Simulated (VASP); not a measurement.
Input of a VASP 6.6.1 run:

POSCAR

```
Ca2SeO
1.0
    3.8828618413      0.0000000000      0.0000000000
    0.0000000000      3.8828618413      0.0000000000
    0.0000000000      0.0000000000      5.4944501859
O Ca Se
1 2 1
Direct
    0.0000000000      0.0000000000      0.0000000000
    0.0000000000      0.0000000000      0.5000000000
    0.5000000000      0.5000000000      0.0000000000
    0.5000000000      0.5000000000      0.5000000000
```

INCAR.step1

```
SYSTEM = Ca2SeO
PREC = Accurate
ENCUT = 520
ISMEAR = 0
SIGMA = 0.01
LREAL = .FALSE.
LASPH = .TRUE.
NELM = 80
NBANDS = 24
GGA = PE
ALGO = Normal
EDIFF = 1E-4
LWAVE = .TRUE.
LCHARG = .FALSE.
```

The input INCAR.step2:

```
SYSTEM = Ca2SeO
PREC = Accurate
ENCUT = 520
EDIFF = 1E-7
ISMEAR = 0
SIGMA = 0.01
LREAL = .FALSE.
LASPH = .TRUE.
NELM = 80
ALGO = Normal
ISIF = 2
LWAVE = .FALSE.
LCHARG = .FALSE.
METAGGA = R2SCAN
LMIXTAU = .TRUE.
NBANDS = 24
ISTART = 1
```

KPOINTS

```
Automatic mesh
0
G
  6 6 6
  0 0 0
```

Potentials or basis: VASP PAW PBE potentials, release 64 (O, Ca_sv, Se).

The run is started by

```bash
$ cat potpaw_PBE.64/O/POTCAR potpaw_PBE.64/Ca_sv/POTCAR potpaw_PBE.64/Se/POTCAR > POTCAR
$ cp INCAR.step1 INCAR
$ mpirun -np 1 vasp_std > vasp.out
$ cp INCAR.step2 INCAR
$ mpirun -np 1 vasp_std > vasp.out
```

Predict the band gap on the k mesh.

2.51 eV, direct.

Estimate the pressure.

0.4 GPa.

Caveat: the PAW data sets were made with another functional, which shifts forces and pressure a little. r2SCAN opens gaps a little over a GGA but as a rule still falls short of measured ones.
